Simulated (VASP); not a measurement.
A run of VASP 6.6.1:

File INCAR:

```
SYSTEM = SnO2
  PREC = Accurate
  ENCUT = 520
  EDIFF = 1E-6
  ISMEAR = 0
  SIGMA = 0.05
  LREAL = .False.
  LASPH = .True.
  NELM = 80
  ALGO = Normal
  ISIF = 2
  LWAVE = .False.
  LCHARG = .False.
  NBANDS = 20
```

File KPOINTS:

```
regular mesh
0
Gamma
  12 12 12
  0 0 0
```

POSCAR

```
SnO2
1.0
    1.5524093522      0.8962839574      4.8005925840
   -1.5524093522      0.8962839574      4.8005925840
    0.0000000000     -1.7925679148      4.8005925840
Sn O
1 2
Direct
    0.5000000000      0.5000000000      0.5000000000
    0.2371700000      0.2371700000      0.2371700000
    0.7628300000      0.7628300000      0.7628300000
```

Potentials or basis: VASP PAW LDA potentials, release 64 (Sn_d, O).

Run with:

```bash
$ cat potpaw_LDA.64/Sn_d/POTCAR potpaw_LDA.64/O/POTCAR > POTCAR
$ mpirun -np 1 vasp_std > vasp.out
```

Hardware: 1 thread of Intel(R) Xeon(R) Platinum 8375C CPU @ 2.90GHz (Ice Lake) (shared host).

Estimate the wall time of this run.

Wall time 3.6 min on 1 thread of Intel(R) Xeon(R) Platinum 8375C CPU @ 2.90GHz (Ice Lake) (shared host), peak memory 0.3 GiB. Counts: scf iterations 12, k points 189.
